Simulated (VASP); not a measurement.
# C in VASP: settings compared

The runs below take C through single point, relaxation of cell and atoms, with r2SCAN, PBEsol+D3(BJ), PBEsol.

Program: VASP 6.6.1. These are calculated values, not measurements. Logs are shortened: lines on timing, memory, paths and dates and some standing lists are left out, and cuts for length are marked.

### 1 The cell of the first run

The cell holds a slab with vacuum, 4 atoms: a = 2.456 Å, b = 2.456 Å, c = 24.169 Å, α = 90.00°, β = 90.00°, γ = 120.00°.

### 2 Single point, r2SCAN

POSCAR reads:

```
C
1.0
    2.4560335797      0.0000000000      0.0000000000
   -1.2280167898      2.1269874725      0.0000000000
    0.0000000000      0.0000000000     24.1689084364
C
4
Direct
    0.0000000000      0.0000000000      0.5728381308
    0.0000000000      0.0000000000      0.4271618692
    0.3333333333      0.6666666667      0.4271441466
    0.6666666667      0.3333333333      0.5728558534
```

INCAR.step1 reads:

```
ALGO     = Normal         # electronic algorithm
EDIFF    = 1E-4           # SCF threshold, eV
ENCUT    = 520            # plane-wave cutoff, eV
GGA      = PE             # functional
ISMEAR   = 1              # smearing method
LASPH    = T              # aspherical terms in the spheres
LCHARG   = F              # write CHGCAR
LREAL    = F              # projectors in reciprocal space
LWAVE    = T              # write WAVECAR
NBANDS   = 16             # bands
NELM     = 80             # most SCF steps
PREC     = Accurate       # precision mode
SIGMA    = 0.15           # smearing width, eV
```

INCAR.step2 reads:

```
ALGO     = Normal         # electronic algorithm
EDIFF    = 1E-6           # SCF threshold, eV
ENCUT    = 520            # plane-wave cutoff, eV
ISIF     = 2              # what is computed and relaxed
ISMEAR   = 1              # smearing method
ISTART   = 1            
LASPH    = T              # aspherical terms in the spheres
LCHARG   = F              # write CHGCAR
LMIXTAU  = T            
LREAL    = F              # projectors in reciprocal space
LWAVE    = F              # write WAVECAR
METAGGA  = R2SCAN         # meta-GGA
NBANDS   = 16             # bands
NELM     = 80             # most SCF steps
PREC     = Accurate       # precision mode
SIGMA    = 0.15           # smearing width, eV
```

KPOINTS reads:

```
k-points
0
Gamma
  12 12 1
```

Potentials or basis: VASP PAW PBE potentials, release 64 (C).

The run is started by

```sh
> cat potpaw_PBE.64/C/POTCAR > POTCAR
> cp INCAR.step1 INCAR
> mpirun -np 1 vasp_std > vasp.out
> cp INCAR.step2 INCAR
> mpirun -np 1 vasp_std > vasp.out
```

OUTCAR:

```text
EDIFF = 1E-6
   ENCUT = 520
   ISIF = 2
   ISMEAR = 1
   ISTART = 1
   LASPH = T
   LREAL = F
   METAGGA = R2SCAN
   NELM = 80
   PREC = Accurate

 ion  position               nearest neighbor table
   1  0.000  0.000  0.573-   4 1.42   4 1.42   4 1.42
   2  0.000  0.000  0.427-   3 1.42   3 1.42   3 1.42
   3  0.333  0.667  0.427-   2 1.42   2 1.42   2 1.42
   4  0.667  0.333  0.573-   1 1.42   1 1.42   1 1.42

  LATTYP: Found a hexagonal cell.
 ALAT       =     2.4560335797
 C/A-ratio  =     9.8406262179

  Lattice vectors:

 A1 = (   2.4560335797,   0.0000000000,   0.0000000000)
 A2 = (  -1.2280167898,   2.1269874725,   0.0000000000)
 A3 = (   0.0000000000,   0.0000000000,  24.1689084364)

Analysis of symmetry for initial positions (statically):
=====================================================================
 Subroutine PRICEL returns:
 Original cell was already a primitive cell.

 Routine SETGRP: Setting up the symmetry group for a
 hexagonal supercell.

 Subroutine GETGRP returns: Found 12 space group operations
 (whereof 12 operations were pure point group operations)
 out of a pool of 24 trial point group operations.

The static configuration has the point symmetry D_3d.

Analysis of symmetry for dynamics (positions and initial velocities):
=====================================================================
 Subroutine PRICEL returns:
 Original cell was already a primitive cell.

 Routine SETGRP: Setting up the symmetry group for a
 hexagonal supercell.

 Subroutine GETGRP returns: Found 12 space group operations
 (whereof 12 operations were pure point group operations)
 out of a pool of 24 trial point group operations.

The dynamic configuration has the point symmetry D_3d.

 Subroutine INISYM returns: Found 12 space group operations
 (whereof 12 operations are pure point group operations),
 and found     1 'primitive' translations

----------------------------------------------------------------------------------------

                                     Primitive cell

  volume of cell :     126.2572

  direct lattice vectors                    reciprocal lattice vectors
     2.456033580  0.000000000  0.000000000     0.407160557  0.235074257  0.000000000
    -1.228016790  2.126987473  0.000000000     0.000000000  0.470148514  0.000000000
     0.000000000  0.000000000 24.168908436     0.000000000  0.000000000  0.041375472

  length of vectors
     2.456033580  2.456033580 24.168908436     0.470148514  0.470148514  0.041375472

  position of ions in fractional coordinates (direct lattice)
     0.000000000  0.000000000  0.572838131
     0.000000000  0.000000000  0.427161869
     0.333333333  0.666666667  0.427144147
     0.666666667  0.333333333  0.572855853

  ion indices of the primitive-cell ions
   primitive index   ion index
                 1           1
                 2           2
                 3           3
                 4           4

----------------------------------------------------------------------------------------

 KPOINTS: k-points

Automatic generation of k-mesh.
 Grid dimensions read from file:
 generate k-points for:   12   12    1

 Generating k-lattice:

  Cartesian coordinates                     Fractional coordinates (reciprocal lattice)
     0.033930046  0.019589521  0.000000000     0.083333333  0.000000000  0.000000000
     0.000000000  0.039179043  0.000000000     0.000000000  0.083333333  0.000000000
     0.000000000  0.000000000  0.041375472     0.000000000  0.000000000  1.000000000

  Length of vectors
     0.039179043  0.039179043  0.041375472

  Shift w.r.t. Gamma in fractional coordinates (k-lattice)
     0.000000000  0.000000000  0.000000000

 Subroutine IBZKPT returns following result:
 ===========================================

 Found     19 irreducible k-points:

 Following reciprocal coordinates:
            Coordinates               Weight
  0.000000  0.000000  0.000000      1.000000
  0.083333 -0.000000  0.000000      6.000000
  0.166667  0.000000  0.000000      6.000000
  0.250000  0.000000  0.000000      6.000000
  0.333333  0.000000  0.000000      6.000000
  0.416667  0.000000  0.000000      6.000000
[... 11 lines left out ...]
  0.333333  0.250000  0.000000     12.000000
  0.333333  0.333333  0.000000      2.000000
   k-points           NKPTS =     19   k-points in BZ     NKDIM =     19   number of bands    NBANDS=     16
   number of dos      NEDOS =    301   number of ions     NIONS =      4
   total plane-waves  NPLWV =  58320
   dimension x,y,z NGX =    18 NGY =   18 NGZ =  180
   dimension x,y,z NGXF=    36 NGYF=   36 NGZF=  360
   ions per type =               4
   NGX,Y,Z   is equivalent  to a cutoff of  12.18, 12.18, 12.38 a.u.
   NGXF,Y,Z  is equivalent  to a cutoff of  24.37, 24.37, 24.76 a.u.
 SYSTEM =  unknown system
   PREC   = accura    normal or accurate (medium, high low for compatibility)
   ISTART =      1    job   : 0-new  1-cont  2-samecut
   ICHARG =      0    charge: 1-file 2-atom 10-const
   ISPIN  =      1    spin polarized calculation?
   LNONCOLLINEAR =      F non collinear calculations
   LSORBIT =      F    spin-orbit coupling
   LASPH  =      T    aspherical Exc in radial PAW
   ENCUT  =  520.0 eV  38.22 Ry    6.18 a.u.   4.57  4.57 44.94*2*pi/ulx,y,z
   NELM   =     80;   NELMIN=  2; NELMDL=  0     # of ELM steps
   EDIFF  = 0.1E-05   stopping-criterion for ELM
   LREAL  =      F    real-space projection
   EDIFFG = 0.1E-04   stopping-criterion for IOM
   NSW    =      0    number of steps for IOM
   IBRION =     -1    ionic relax: 0-MD 1-quasi-New 2-CG
   NFREE  =      0    steps in history (QN), initial steepest desc. (CG)
   ISIF   =      2    stress and relaxation
   ISYM   =      2    0-nonsym 1-usesym 2-fastsym
   POTIM  = 0.5000    time-step for ionic-motion
   TEBEG  =    0.0;   TEEND  =   0.0 temperature during run
   PSTRESS=    0.0 pullay stress
   NELECT =      16.0000    total number of electrons
   NUPDOWN=      -1.0000    fix difference up-down
   EMIN   =  10.00;   EMAX   =-10.00  energy-range for DOS
   EFERMI =   0.00;   METHOD = LEGACY
   ISMEAR =     1;   SIGMA  =   0.15  broadening in eV -4-tet -1-fermi 0-gaus
   EFERMI_NEDOS =   21; number of points for ismear=-14 and -15
   IALGO  =     38    algorithm
   IMIX   =      4    mixing-type and parameters
     AMIX     =   0.40;   BMIX     =  1.00
     AMIX_MAG =   1.60;   BMIX_MAG =  1.00
  volume/ion in A,a.u.               =      31.56       213.01
  Fermi-wavevector in a.u.,A,eV,Ry     =   0.822298  1.553919  9.199913  0.676175
  Thomas-Fermi vector in A             =   1.933609
   LORBIT       =      0    0 simple, 1 ext, 2 COOP (PROOUT), +10 PAW based schemes
   METAGGA = R2SCAN    functional components
   LHFCALC =     F    Hartree Fock is set to
   AEXX    =    0.0000 exact exchange contribution
   IVDW    =     0    specifies the selected vdW correction
   LEPSILON=     F    determine dielectric tensor
   LRPA    =     F    only Hartree local field effects (RPA)
 non-spin polarized calculation
 Methfessel and Paxton  Order N= 1 SIGMA  =   0.15
  energy-cutoff  :      520.00
  volume of cell :      126.26
 maximum number of plane-waves:      3460
   NGX =  9   NGY =  9   NGZ = 89

 number of electron      15.9999995 magnetization

 Free energy of the ion-electron system (eV)
  ---------------------------------------------------
  ext. energy  EPLUGINS =         0.00000000
  ---------------------------------------------------
  free energy    TOTEN  =       -39.71173120 eV

  energy without entropy =      -39.71082356  energy(sigma->0) =      -39.71142866

 E-fermi :  -1.7879     XC(G=0):  -3.3633

 val. band max:       -2.0429066867   @ k =   0.3333   0.3333   0.0000
 cond. band min:      -1.7873348061   @ k =   0.3333   0.3333   0.0000
 fundamental gap:      0.2555718806
 Fermi energy:        -1.7878670874

 k-point     1 :       0.0000    0.0000    0.0000
  band No.  band energies     occupation
      1     -22.6898      2.00000
      2     -22.5891      2.00000
      3     -10.3015      2.00000
      4      -9.5229      2.00000
      5      -5.0101      2.00000
      6      -5.0101      2.00000
[... 8 lines left out ...]
     15       5.3134      0.00000
     16       6.9277      0.00000

 k-point     2 :       0.0833   -0.0000    0.0000
  band No.  band energies     occupation
      1     -22.5148      2.00000
      2     -22.4151      2.00000
      3     -10.0910      2.00000
      4      -9.3172      2.00000
      5      -5.7175      2.00000
      6      -5.7067      2.00000
[... 8 lines left out ...]
     15       5.5392      0.00000
     16       7.0026      0.00000

 k-point     3 :       0.1667    0.0000    0.0000
  band No.  band energies     occupation
      1     -21.9916      2.00000
      2     -21.8950      2.00000
      3      -9.4646      2.00000
      4      -8.7060      2.00000
      5      -7.4883      2.00000
      6      -7.4673      2.00000
[... 8 lines left out ...]
     15       6.2117      0.00000
     16       6.9554      0.00000

 k-point     4 :       0.2500    0.0000    0.0000
  band No.  band energies     occupation
      1     -21.1266      2.00000
      2     -21.0351      2.00000
      3      -9.7452      2.00000
      4      -9.7125      2.00000
      5      -8.4404      2.00000
      6      -7.7110      2.00000
[... 8 lines left out ...]
     15       6.1944      0.00000
     16       6.6366      0.00000

 k-point     5 :       0.3333    0.0000    0.0000
  band No.  band energies     occupation
      1     -19.9336      2.00000
      2     -19.8490      2.00000
      3     -12.1054      2.00000
      4     -12.0613      2.00000
      5      -7.9528      2.00000
      6      -7.9362      2.00000
[... 8 lines left out ...]
     15       6.4517      0.00000
     16       7.1188      0.00000

 k-point     6 :       0.4167    0.0000    0.0000
  band No.  band energies     occupation
      1     -18.4496      2.00000
      2     -18.3745      2.00000
      3     -14.3444      2.00000
      4     -14.2907      2.00000
      5      -8.4571      2.00000
      6      -8.4398      2.00000
[... 8 lines left out ...]
     15       8.4392      0.00000
     16       9.1603      0.00000
[... 172 lines left out ...]
 k-point    16 :       0.4167    0.1667    0.0000
  band No.  band energies     occupation
      1     -16.6748      2.00000
      2     -16.6389      2.00000
      3     -15.4817      2.00000
      4     -15.4569      2.00000
      5     -10.5676      2.00000
      6     -10.5368      2.00000
[... 8 lines left out ...]
     15      10.5002      0.00000
     16      10.6252      0.00000

 k-point    17 :       0.2500    0.2500    0.0000
  band No.  band energies     occupation
      1     -18.1238      2.00000
      2     -18.0502      2.00000
      3     -13.0892      2.00000
      4     -13.0640      2.00000
      5     -11.3058      2.00000
      6     -11.2873      2.00000
[... 8 lines left out ...]
     15       9.5159      0.00000
     16      10.3564      0.00000

 k-point    18 :       0.3333    0.2500    0.0000
  band No.  band energies     occupation
      1     -16.6160      2.00000
      2     -16.5566      2.00000
      3     -14.5993      2.00000
      4     -14.5602      2.00000
      5     -12.0646      2.00000
      6     -12.0343      2.00000
[... 8 lines left out ...]
     15      11.1634      0.00000
     16      11.2082      0.00000

 k-point    19 :       0.3333    0.3333    0.0000
  band No.  band energies     occupation
      1     -15.3322      2.00000
      2     -15.2996      2.00000
      3     -15.2996      2.00000
      4     -15.2691      2.00000
      5     -12.9593      2.00000
      6     -12.9593      2.00000
[... 8 lines left out ...]
     15      11.7932      0.00000
     16      12.6100      0.00000

------------------------ aborting loop because EDIFF is reached ----------------------------------------

  FORCE on cell =-STRESS in cart. coord.  units (eV):
  Direction    XX          YY          ZZ          XY          YZ          ZX
  --------------------------------------------------------------------------------------
  -------------------------------------------------------------------------------------
  Total        0.2291646      0.2291646     -0.0482166      0.0000000     -0.0000000      0.0000000
  in kB        2.9080496      2.9080496     -0.6118580      0.0000000     -0.0000000      0.0000000
  external PRESSURE =       1.7347470 kB  Pullay stress =       0.0000000 kB

 VOLUME and BASIS-vectors are now :
 -----------------------------------------------------------------------------
  energy-cutoff  :      520.00
  volume of cell :      126.26
      direct lattice vectors                 reciprocal lattice vectors
     2.456033580  0.000000000  0.000000000     0.407160557  0.235074257  0.000000000
    -1.228016790  2.126987473  0.000000000     0.000000000  0.470148514  0.000000000
     0.000000000  0.000000000 24.168908436     0.000000000  0.000000000  0.041375472

 POSITION                                       TOTAL-FORCE (eV/Angst)
 -----------------------------------------------------------------------------------
      0.00000      0.00000     13.84487        -0.000000      0.000000     -0.002903
      0.00000      0.00000     10.32404         0.000000     -0.000000      0.002903
     -0.00000      1.41799     10.32361        -0.000000      0.000000      0.003760
      1.22802      0.70900     13.84530         0.000000     -0.000000     -0.003760
 -----------------------------------------------------------------------------------
    total drift:                               -0.000000      0.000000      0.000000

  FREE ENERGIE OF THE ION-ELECTRON SYSTEM (eV)
  ---------------------------------------------------
  free  energy   TOTEN  =       -39.7117312043 eV

  energy  without entropy=      -39.7108235628  energy(sigma->0) =      -39.71142866
```

Run time: 3.7 min. Hardware: 1 thread of Intel Xeon Platinum 8488C (Sapphire Rapids), shared host; peak memory 0.25 GiB.

What came out:

```
Free energy            : -39.7117 eV
Largest force          : 0.004 eV/Å
Band gap on the k mesh : zero (filled and empty bands touch)
```

Forces on the atoms (eV/Å):
```
C    0.000  0.000 -0.003
C    0.000  0.000  0.003
C    0.000  0.000  0.004
C    0.000  0.000 -0.004
```

Caveat: there is no dipole correction, which matters where the two faces differ; the PAW data sets were made with another functional, which shifts forces and pressure a little.

### 3 Relaxation of cell and atoms, PBEsol+D3(BJ)

INCAR reads:

```
SYSTEM = C
ALGO     = Normal         ! electronic algorithm
EDIFF    = 1E-7           ! SCF threshold, eV
EDIFFG   = -0.05          ! ionic threshold
ENCUT    = 600            ! plane-wave cutoff, eV
GGA      = PS             ! functional
IBRION   = 2              ! ionic algorithm
ISIF     = 3              ! what is computed and relaxed
ISMEAR   = 1              ! smearing method
IVDW     = 12             ! dispersion correction
LASPH    = .True.         ! aspherical terms in the spheres
LCHARG   = .False.        ! write CHGCAR
LREAL    = .False.        ! projectors in reciprocal space
LWAVE    = .False.        ! write WAVECAR
NELM     = 60             ! most SCF steps
NSW      = 80             ! ionic steps
PREC     = Accurate       ! precision mode
SIGMA    = 0.15           ! smearing width, eV
```

KPOINTS reads:

```
k-points
0
Gamma
  12 12 1
  0 0 0
```

POSCAR reads:

```
C
1.0
    2.4562300000      0.0000000000      0.0000000000
   -1.2281150000      2.1271575775      0.0000000000
    0.0000000000      0.0000000000     24.1339600000
C
4
Direct
    0.0000000000      0.0000000000      0.5704700000
    0.0000000000      0.0000000000      0.4295300000
    0.3333333333      0.6666666667      0.4295200000
    0.6666666667      0.3333333333      0.5704800000
```

Potentials or basis: VASP PAW PBE potentials, release 64 (C).

The run is started by

```sh
> cat potpaw_PBE.64/C/POTCAR > POTCAR
> mpirun -np 1 vasp_std > vasp.out
```

Wall time 2 min (1 thread of Intel Xeon Platinum 8488C (Sapphire Rapids), shared host); peak memory 0.27 GiB.

The run converged. Its results:

| Item | Value |
| --- | --- |
| Free energy | -38.8765 eV |
| Relaxed cell | a = 2.460 Å, b = 2.460 Å, c = 24.120 Å, α = 90.00°, β = 90.00°, γ = 120.00° |
| Space group after relaxing (to 0.1 Å) | P-3m1 (No. 164) |
| Energy gained by relaxing | 0.2 meV/atom |
| Ionic steps | 3 |
| Largest force after relaxing | 0.016 eV/Å |
| Band gap on the k mesh | zero (filled and empty bands touch) |
| Dispersion energy per atom | -0.076 eV |

Forces in eV/Å, atoms in the order of the input:
```
C    0.000  0.000 -0.016
C    0.000  0.000  0.016
C    0.000  0.000  0.008
C    0.000  0.000 -0.008
```

Step by step:
```csv
step,energy change (eV),largest force (eV/Å),pressure (GPa),volume (Å³)
1,0.0000,0.0201,0.26,126.09
2,0.0022,0.0154,-0.84,127.04
3,-0.0006,0.0158,-0.09,126.39
```

Final structure:
```xyz
4
Lattice="2.4599 0.0000 0.0000 -1.2299 2.1303 0.0000 0.0000 0.0000 24.1197" Properties=species:S:1:pos:R:3 pbc="T T T"
C     0.0000    0.0000   13.7592
C     0.0000    0.0000   10.3604
C     0.0000    1.4202   10.3599
C     1.2299    0.7101   13.7597
```

Levels at points of the mesh, in eV from the Fermi level:
```
           k point  band 6  band 7  band 8  band 9  band 10  band 11
(0.00, 0.00, 0.00)   -2.99   -2.98   -2.98    3.50     3.92     4.47
(0.50, 0.00, 0.00)   -6.39   -2.56   -2.22    1.51     1.86     7.34
```

Caveat: there is no dipole correction, which matters where the two faces differ; the PAW data sets were made with another functional, which shifts forces and pressure a little.

[end of part 1 of 2]

The gap in the log of VASP goes by the Fermi energy; the results here count the filled bands.